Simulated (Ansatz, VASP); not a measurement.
**CdS: VASP beside Ansatz**

```
CELL_PARAMETERS angstrom
-3.82853 3.82853 3.82853
3.82853 -3.82853 3.82853
3.82853 3.82853 -3.82853
ATOMIC_POSITIONS crystal
Cd 0.31720 0.31720 0.31720
Cd 0.00000 0.00000 0.68280
Cd 0.00000 0.68280 0.00000
Cd 0.68280 0.00000 0.00000
S 0.68280 0.68280 0.68280
S 0.00000 0.00000 0.31720
S 0.00000 0.31720 0.00000
S 0.31720 0.00000 0.00000
```

Alike in both runs: task relaxation of cell and atoms; functional PBE; k mesh 4 × 4 × 4; occupations gaussian, width 0.1 eV; no spin polarisation.

```csv
,VASP,Ansatz
version,VASP 6.6.1,Ansatz 0.2.0
potentials or method,"VASP PAW PBE potentials, release 64 (Cd, S), cutoff 600 eV","scalar-relativistic, plane waves, PAW"
valence electrons in the cell,72,104
```

Ansatz gave:

| Quantity | Value |
| --- | --- |
| gap on the k mesh at the Fermi level, each at its own relaxed structure (eV) | 1.50 |
| relaxed volume (Å³/atom) | 32.97 |
| relaxed cell length with the largest relative difference (Å) | 6.998 |

**Question.** Which values does VASP return?

**Answer.** gap on the k mesh at the Fermi level, each at its own relaxed structure (eV): 1.47; relaxed volume (Å³/atom): 33.22; relaxed cell length with the largest relative difference (Å): 7.015.

VASP's potentials hold 72 valence electrons a cell and Ansatz's 104, so a difference there can come from the potentials and not from the codes.

Noted on VASP's run: the volume moved by over 15 % at a fixed basis, so the end points are rough.
